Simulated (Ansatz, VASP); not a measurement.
## MgBe2SO2: VASP beside Ansatz

```
Mg Be S O
1.0
     3.30702    0.00000    0.00000
     0.00000    3.30702    0.00000
     0.00000    0.00000    5.65427
Mg Be S O
1 2 1 2
Cartesian
  0.0000 0.0000 0.9878
  1.6535 0.0000 5.6206
  0.0000 1.6535 5.6206
  1.6535 1.6535 4.7080
  0.0000 0.0000 3.5742
  1.6535 1.6535 2.0979
```

Change from the starting cell: species swapped into the LaGdCl2O2 type (P4mm, No. 99).

Alike in both runs: task single point; functional PBE; k mesh 6 × 6 × 4; occupations gaussian, width 0.1 eV; no spin polarisation.

|  | VASP | Ansatz |
| --- | --- | --- |
| version | VASP 6.6.1 | Ansatz 0.2.0 |
| potentials or method | VASP PAW PBE potentials, release 64 (Mg, Be, S, O), cutoff 520 eV | scalar-relativistic, plane waves, PAW |
| valence electrons in the cell | 24 | 32 |

VASP gave:

| Item | Value |
| --- | --- |
| gap on the k mesh at the Fermi level (eV) | none |
| rms of the force components (eV/Å) | 3.567 |

Which values does Ansatz return?

gap on the k mesh at the Fermi level (eV): none; rms of the force components (eV/Å): 3.544.

Atom by atom the forces differ by 0.030 eV/Å (rms over components). A gap of «none» marks a metal or a gap that the smearing closes. With one functional, cell and mesh, what is left measures potentials, basis and numerics. VASP's potentials hold 24 valence electrons a cell and Ansatz's 32, so a difference there can come from the potentials and not from the codes.
